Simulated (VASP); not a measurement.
Ga2GeO5: single point with PBE

Ga2GeO5:

```
Ga Ge O
1.0
     3.06078    0.00000    0.00000
     0.00000    7.87786    0.00000
     0.00000    0.00000    8.26296
Ga Ge O
4 2 10
Cartesian
  1.5304 4.7019 5.4572
  0.0000 1.9894 4.0866
  1.5304 3.1759 1.3257
  0.0000 5.8885 8.2181
  1.5304 7.0189 2.8629
  1.5304 0.8589 6.9944
  1.5304 5.6604 3.8941
  1.5304 0.7542 3.6081
  1.5304 2.9425 4.8348
  0.0000 5.0377 6.4458
  0.0000 7.0299 1.8623
  1.5304 2.2175 8.0256
  1.5304 4.9354 0.7034
  1.5304 7.1237 7.7396
  0.0000 0.8479 5.9938
  0.0000 2.8402 2.3143
```

```json
{
  "Program": "VASP 6.6.1",
  "Task": "single point",
  "Functional": "PBE",
  "Potentials or basis": "VASP PAW PBE potentials, release 64 (Ga_d, Ge_d, O)",
  "Cutoff": "520 eV",
  "k mesh": "4 × 2 × 2",
  "Occupations": "gaussian, width 0.1 eV",
  "Spin": "no spin polarisation",
  "Dipole correction": "no",
  "Further INCAR settings": "LREAL = Auto; ALGO = Normal; EDIFF = 1e-06; NBANDS = 84"
}
```

The pressure is 0.2 GPa and the largest force is 0.081 eV/Å. The band gap on the k mesh is 1.94 eV (least direct gap 1.95 eV).

Forces on the atoms (eV/Å):
```
Ga   0.000 -0.002 -0.017
Ga   0.000 -0.005  0.013
Ga   0.000  0.002 -0.017
Ga   0.000  0.005  0.013
Ge   0.000 -0.038  0.045
Ge   0.000  0.038  0.045
O    0.000  0.067 -0.046
O    0.000 -0.061 -0.026
O    0.000  0.008  0.026
O    0.000 -0.001  0.003
O    0.000  0.002  0.002
O    0.000 -0.067 -0.046
O    0.000 -0.008  0.026
O    0.000  0.061 -0.026
O    0.000 -0.002  0.002
O    0.000  0.001  0.003
```

Stress tensor (GPa, compression positive):
```
 0.50  0.00  0.00
 0.00 -0.02  0.00
 0.00  0.00  0.04
```

Levels at points of the mesh, in eV from the valence-band top:
| k point | band 67 | band 68 | band 69 | band 70 | band 71 | band 72 | band 73 | band 74 |
| --- | --- | --- | --- | --- | --- | --- | --- | --- |
| (0.00, 0.00, 0.00) | -0.38 | -0.30 | -0.02 | -0.02 | 1.94 | 3.99 | 4.77 | 5.52 |
| (0.50, 0.00, 0.00) | -0.82 | -0.75 | -0.55 | -0.50 | 5.58 | 5.61 | 6.09 | 6.62 |
| (0.00, 0.50, 0.00) | -0.47 | -0.19 | -0.02 | 0.00 | 3.12 | 3.52 | 4.31 | 5.27 |
| (0.50, 0.50, 0.00) | -0.83 | -0.74 | -0.66 | -0.36 | 5.81 | 6.05 | 6.14 | 6.35 |
| (0.00, 0.00, 0.50) | -0.40 | -0.40 | -0.02 | -0.02 | 3.18 | 3.18 | 4.70 | 4.70 |
| (0.50, 0.00, 0.50) | -0.72 | -0.72 | -0.42 | -0.42 | 5.84 | 5.84 | 5.94 | 5.94 |
| (0.00, 0.50, 0.50) | -0.35 | -0.35 | -0.01 | -0.01 | 3.62 | 3.62 | 4.38 | 4.38 |
| (0.50, 0.50, 0.50) | -0.72 | -0.72 | -0.41 | -0.41 | 5.94 | 5.94 | 6.17 | 6.17 |

Run time: 4.6 min on 1 thread of Intel(R) Xeon(R) Platinum 8375C CPU @ 2.90GHz (Ice Lake) (shared host), peak memory 0.36 GiB.

Caveat: the k points lie up to 0.51 Å⁻¹ apart. A k mesh can miss the band edges.
